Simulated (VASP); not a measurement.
# BN (P6_3/mmc) in VASP: vibrations by perturbation theory with LDA

Aim: the vibrations by perturbation theory of BN with LDA.

All numbers are computed with VASP 6.6.1; they aren't measurements. Logs are shortened: lines on timing, memory, paths and dates and some standing lists are left out, and cuts for length are marked.

## Step 1: The cell of the first run

It takes space group P6_3/mmc (No. 194, hexagonal). The conventional cell has a = 2.498 Å, b = 2.498 Å, c = 6.636 Å, α = 90.00°, β = 90.00°, γ = 120.00°. B (site symmetry -6m2) has 3 N at 1.44 Å within 1.9 Å. Within 1.9 Å of N (site symmetry -6m2) lie 3 B at 1.44 Å.

## Step 2: Vibrations by perturbation theory, LDA

Contents of INCAR:

```
SYSTEM = BN
  ALGO = Normal
  EDIFF = 1E-8
  ENCUT = 600
  GGA = CA
  GGA_COMPAT = .False.
  IBRION = 8
  ISIF = 2
  ISMEAR = 0
  LASPH = .True.
  LCHARG = .True.
  LEPSILON = .True.
  LREAL = .False.
  LWAVE = .False.
  NELM = 120
  NSW = 1
  PREC = Accurate
  SIGMA = 0.01
```

Contents of KPOINTS:

```
k-points
0
Gamma
  8 8 4
  0 0 0
```

Contents of POSCAR:

```
BN
1.0
    2.4982400000      0.0000000000      0.0000000000
   -1.2491200000      2.1635390000      0.0000000000
    0.0000000000      0.0000000000      6.6357000000
B N
2 2
Direct
    0.3333333333      0.6666666667      0.2500000000
    0.6666666667      0.3333333333      0.7500000000
    0.3333333333      0.6666666667      0.7500000000
    0.6666666667      0.3333333333      0.2500000000
```

Potentials or basis: VASP PAW LDA potentials, release 64 (B, N).

Run with:

```sh
> cat potpaw_LDA.64/B/POTCAR potpaw_LDA.64/N/POTCAR > POTCAR
> mpirun -np 1 vasp_std > vasp.out
```

OUTCAR:

```text
SYSTEM = BN
   EDIFF = 1E-8
   ENCUT = 600
   GGA = CA
   IBRION = 8
   ISIF = 2
   ISMEAR = 0
   LASPH = .True.
   LEPSILON = .True.
   LREAL = .False.
   NELM = 120
   NSW = 1
   PREC = Accurate

 ion  position               nearest neighbor table
   1  0.333  0.667  0.250-   4 1.44   4 1.44   4 1.44
   2  0.667  0.333  0.750-   3 1.44   3 1.44   3 1.44
   3  0.333  0.667  0.750-   2 1.44   2 1.44   2 1.44
   4  0.667  0.333  0.250-   1 1.44   1 1.44   1 1.44

  LATTYP: Found a hexagonal cell.
 ALAT       =     2.4982400000
 C/A-ratio  =     2.6561499296

  Lattice vectors:

 A1 = (   2.4982400000,   0.0000000000,   0.0000000000)
 A2 = (  -1.2491200000,   2.1635390000,   0.0000000000)
 A3 = (   0.0000000000,   0.0000000000,   6.6357000000)

Analysis of symmetry for initial positions (statically):
=====================================================================
 Subroutine PRICEL returns:
 Original cell was already a primitive cell.

 Routine SETGRP: Setting up the symmetry group for a
 hexagonal supercell.

 Subroutine GETGRP returns: Found 24 space group operations
 (whereof 12 operations were pure point group operations)
 out of a pool of 24 trial point group operations.

The static configuration has the point symmetry D_3d.
 The point group associated with its full space group is D_6h.

Analysis of symmetry for dynamics (positions and initial velocities):
=====================================================================
 Subroutine PRICEL returns:
 Original cell was already a primitive cell.

 Routine SETGRP: Setting up the symmetry group for a
 hexagonal supercell.

 Subroutine GETGRP returns: Found 24 space group operations
 (whereof 12 operations were pure point group operations)
 out of a pool of 24 trial point group operations.

The dynamic configuration has the point symmetry D_3d.
 The point group associated with its full space group is D_6h.

 Subroutine INISYM returns: Found 24 space group operations
 (whereof 12 operations are pure point group operations),
 and found     1 'primitive' translations

----------------------------------------------------------------------------------------

                                     Primitive cell

  volume of cell :      35.8662

  direct lattice vectors                    reciprocal lattice vectors
     2.498240000  0.000000000  0.000000000     0.400281798  0.231102837  0.000000000
    -1.249120000  2.163539000  0.000000000     0.000000000  0.462205673  0.000000000
     0.000000000  0.000000000  6.635700000     0.000000000  0.000000000  0.150700002

  length of vectors
     2.498240000  2.498239736  6.635700000     0.462205624  0.462205673  0.150700002

  position of ions in fractional coordinates (direct lattice)
     0.333333333  0.666666667  0.250000000
     0.666666667  0.333333333  0.750000000
     0.333333333  0.666666667  0.750000000
     0.666666667  0.333333333  0.250000000

  ion indices of the primitive-cell ions
   primitive index   ion index
                 1           1
                 2           2
                 3           3
[... 549 lines left out ...]
    -0.00014 -0.00000  0.00000
     0.00000 -0.00014 -0.00000
     0.00000 -0.00000  0.00012

[... ionic steps 4 to 9 ...]

--------------------------------------- Ionic step       10  -------------------------------------------

------------------------ aborting loop because EDIFF is reached ----------------------------------------

[... ionic steps 11 to 11 ...]

--------------------------------------- Ionic step       12  -------------------------------------------

 Free energy of the ion-electron system (eV)
  ---------------------------------------------------
  ---------------------------------------------------
  free energy    TOTEN  =        -0.26502696 eV

  energy without entropy =       -0.26502696

------------------------ aborting loop because EDIFF is reached ----------------------------------------

 INTERNAL STRAIN TENSOR  FOR ION    3  DIRECTION 3   (eV/Angst):
 -----------------------------------------------------------------------------
     0.00133  0.00000  0.00000
     0.00000  0.00133 -0.00000
     0.00000 -0.00000 -0.00168

 MACROSCOPIC STATIC DIELECTRIC TENSOR (including local field effects in DFT)
 ------------------------------------------------------
           4.848427     0.000000     0.000000
           0.000000     4.848425     0.000000
           0.000000    -0.000000     2.757906
 ------------------------------------------------------

 PIEZOELECTRIC TENSOR (including local field effects)  for field in x, y, z        (e  Angst)
          XX          YY          ZZ          XY          YZ          ZX
  --------------------------------------------------------------------------------
  x     0.00000     0.00000     0.00000     0.00000     0.00000     0.00000
  y     0.00000     0.00000     0.00000     0.00000     0.00000     0.00000
  z     0.00000     0.00000     0.00000     0.00000     0.00000     0.00000

 PIEZOELECTRIC TENSOR (including local field effects)  for field in x, y, z        (C/m^2)
          XX          YY          ZZ          XY          YZ          ZX
  --------------------------------------------------------------------------------
  x     0.00000     0.00000     0.00000     0.00000     0.00000     0.00000
  y     0.00000     0.00000     0.00000     0.00000     0.00000     0.00000
  z     0.00000     0.00000     0.00000     0.00000     0.00000     0.00000

 BORN EFFECTIVE CHARGES (including local field effects) (in |e|, cummulative output)
 ---------------------------------------------------------------------------------
 ion    1
    1     2.70888     0.00000     0.00000
    2     0.00000     2.70888     0.00000
    3    -0.00000     0.00000     0.76364
 ion    2
    1     2.70888     0.00000     0.00000
    2     0.00000     2.70888     0.00000
    3    -0.00000    -0.00000     0.76364
 ion    3
    1    -2.70888     0.00000     0.00000
    2     0.00000    -2.70888     0.00000
    3     0.00000     0.00000    -0.76364
 ion    4
    1    -2.70888     0.00000     0.00000
    2     0.00000    -2.70888     0.00000
    3     0.00000     0.00000    -0.76364

 INTERNAL STRAIN TENSOR FOR ION    4 for displacements in x,y,z  (eV/Angst):
          X           Y           Z          XY          YZ          ZX
  --------------------------------------------------------------------------------
  x     0.00000     0.00000     0.00000    12.68753     0.00000     0.00000
  y    12.68753   -12.68753    -0.00000     0.00000     0.00000     0.00000
  z     0.00000     0.00000     0.00000     0.00000     0.00000     0.00000

 SECOND DERIVATIVES (NOT SYMMETRIZED)
 ------------------------------------
               1X          1Y          1Z          2X          2Y          2Z          3X          3Y          3Z          4X          4Y          4Z
  1X   -41.633863   -0.000000    0.000000    0.003732   -0.000000    0.000000    0.013116    0.000000    0.000000   41.617014   -0.000000    0.000000
  1Y    -0.000000  -41.633851    0.000000    0.000000    0.003732    0.000000    0.000000    0.013116    0.000000    0.000000   41.617002    0.000000
  1Z     0.000000    0.000000  -13.918821    0.000000   -0.000000    0.969708    0.000000    0.000000   -0.860941    0.000000    0.000000   13.810054
  2X     0.003732   -0.000000    0.000000  -41.633863   -0.000000    0.000000   41.617014   -0.000000    0.000000    0.013116    0.000000    0.000000
  2Y     0.000000    0.003732    0.000000   -0.000000  -41.633851    0.000000    0.000000   41.617002    0.000000    0.000000    0.013116    0.000000
  2Z     0.000000   -0.000000    0.969708    0.000000    0.000000  -13.918821    0.000000    0.000000   13.810054    0.000000    0.000000   -0.860941
  3X     0.016605    0.000000    0.000000   41.624702    0.000000    0.000000  -41.696634    0.000000    0.000000    0.055327    0.000000    0.000000
  3Y     0.000000    0.016605    0.000000    0.000000   41.624690    0.000000    0.000000  -41.696622    0.000000    0.000000    0.055327    0.000000
  3Z     0.000000    0.000000   -0.846929    0.000000   -0.000000   13.800203   -0.000000    0.000000  -14.086588   -0.000000    0.000000    1.133313
  4X    41.624702    0.000000    0.000000    0.016605    0.000000    0.000000    0.055327    0.000000    0.000000  -41.696634    0.000000    0.000000
  4Y     0.000000   41.624690    0.000000    0.000000    0.016605    0.000000    0.000000    0.055327    0.000000    0.000000  -41.696622    0.000000
  4Z     0.000000   -0.000000   13.800203    0.000000    0.000000   -0.846929   -0.000000    0.000000    1.133313   -0.000000    0.000000  -14.086588

 Eigenvectors and eigenvalues of the dynamical matrix
 ----------------------------------------------------

   1 f  =   40.845501 THz   256.639854 2PiTHz 1362.459272 cm-1   168.923345 meV
             X         Y         Z           dx          dy          dz
     -0.000000  1.442359  1.658925    -0.530915    0.000000    0.000000
      1.249120  0.721180  4.976775     0.530915   -0.000000    0.000000
     -0.000000  1.442359  4.976775    -0.467043    0.000000   -0.000000
      1.249120  0.721180  1.658925     0.467043   -0.000000    0.000000
[... 71 lines left out ...]
  12 f/i=    0.002718 THz     0.017078 2PiTHz    0.090667 cm-1     0.011241 meV
             X         Y         Z           dx          dy          dz
     -0.000000  1.442359  1.658925     0.464955   -0.041331   -0.000000
      1.249120  0.721180  4.976775     0.464955   -0.041331   -0.000000
     -0.000000  1.442359  4.976775     0.529053   -0.047029   -0.000000
      1.249120  0.721180  1.658925     0.529053   -0.047029   -0.000000

--------------------------------------------------------------------------------------------------------

 MACROSCOPIC STATIC DIELECTRIC TENSOR IONIC CONTRIBUTION
 ------------------------------------------------------
           1.778377    -0.000000     0.000000
          -0.000000     1.778377    -0.000000
           0.000000    -0.000000     0.454338
 ------------------------------------------------------

 ELASTIC MODULI CONTR FROM IONIC RELAXATION (kBar)
 Direction    XX          YY          ZZ          XY          YZ          ZX
 --------------------------------------------------------------------------------
 XX        -417.9939    417.9938      0.0000      0.0000      0.0000      0.0000
 YY         417.9938   -417.9937     -0.0000     -0.0000     -0.0000      0.0000
 ZZ           0.0000     -0.0000     -0.0000     -0.0000     -0.0000      0.0000
 XY           0.0000     -0.0000     -0.0000   -417.9938     -0.0000      0.0000
 YZ           0.0000     -0.0000     -0.0000     -0.0000     -0.0000      0.0000
 ZX           0.0000      0.0000      0.0000      0.0000      0.0000      0.0000
 --------------------------------------------------------------------------------

 PIEZOELECTRIC TENSOR IONIC CONTR  for field in x, y, z        (C/m^2)
          XX          YY          ZZ          XY          YZ          ZX
  --------------------------------------------------------------------------------
  x     0.00000    -0.00000     0.00000    -0.00000     0.00000     0.00000
  y     0.00000    -0.00000     0.00000     0.00000     0.00000     0.00000
  z     0.00000    -0.00000    -0.00000    -0.00000     0.00000     0.00000
```

Wall time 6.4 min (1 thread of AMD EPYC 7R13, shared host); peak memory 0.25 GiB.

What came out:

```
Electronic dielectric tensor (diagonal)                 : 4.85, 4.85, 2.76
Born charges (mean of the diagonal)                     : B +2.06; N -2.06 e
Highest phonon frequency at Γ, LO-TO splitting left out : 1362 cm⁻¹
```

Phonon frequencies in cm⁻¹ (negative: imaginary):
```tsv
q point	frequencies
(0.000, 0.000, 0.000)	0 0 0 44 44 93 760 813 1362 1362 1362 1362
```

Electronic dielectric tensor:
```
4.85 0.00 0.00
0.00 4.85 0.00
0.00 0.00 2.76
```

Born effective charge tensors (e):
atom 1, B
```
2.71 0.00 0.00
0.00 2.71 0.00
0.00 0.00 0.76
```
atom 2, B
```
2.71 0.00 0.00
0.00 2.71 0.00
0.00 0.00 0.76
```
atom 3, N
```
-2.71  0.00  0.00
 0.00 -2.71  0.00
 0.00  0.00 -0.76
```
atom 4, N
```
-2.71  0.00  0.00
 0.00 -2.71  0.00
 0.00  0.00 -0.76
```

Caveat: the k points lie up to 0.36 Å⁻¹ apart; the cell wasn't relaxed at this level first, which shifts response properties.
